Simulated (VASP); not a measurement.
Runs of VASP 6.6.1 on PbS (Galena). The structure is that of space group Fm-3m (No. 225), or close to it. The cells are those of the table. 

```tsv
task	level	potentials or basis	cell	gap on the mesh (eV)	pressure (GPa)
single point	r2SCAN	VASP PAW PBE potentials, release 64 (Pb_d, S)	a = 4.139 Å, angles 60.0°, 2 atoms	0.46	4.0
single point	LDA	VASP PAW LDA potentials, release 64 (Pb_d, S)	a = 4.133 Å, angles 60.0°, 2 atoms	(b)	0.0
single point	r2SCAN	VASP PAW PBE potentials, release 64 (Pb_d, S)	a = 4.197 Å, angles 60.0°, 2 atoms	(a)	1.2
single point	r2SCAN	VASP PAW PBE potentials, release 64 (Pb_d, S)	a = 4.281 Å, angles 60.0°, 2 atoms	0.84	-2.1
relaxation of the atoms	r2SCAN	VASP PAW PBE potentials, release 64 (Pb_d, S)	atoms relaxed from a = 4.226 Å, angles 60.0°, 2 atoms	0.70	-0.1
single point	r2SCAN	VASP PAW PBE potentials, release 64 (Pb_d, S)	a = 4.168 Å, angles 60.0°, 2 atoms	0.55	(c)
relaxation of the atoms	r2SCAN	VASP PAW PBE potentials, release 64 (Pb_d, S)	atoms relaxed from a = 4.254 Å, angles 60.0°, 2 atoms	0.77	-1.2
single point	PBEsol	VASP PAW PBE potentials, release 64 (Pb_d, S)	a = 4.174 Å, angles 60.0°, 2 atoms	0.20	-0.1
```

Alike in all rows: no spin polarisation; k mesh 8 × 8 × 8; cutoff (eV) 520; smearing fermi-dirac 0.02 eV.

**Question.** Fill in the values left out.

**Answer.** (a) 0.63; (b) 0.04; (c) 2.5.

Caveats: spin-orbit coupling is left out, which moves the levels of the heavy elements; the PAW data sets were made with another functional, which shifts forces and pressure a little (some runs); the relaxation stopped at its first step, so nothing moved (some runs).

A k mesh can miss the band edges, and the runs leave out spin-orbit coupling on Pb.
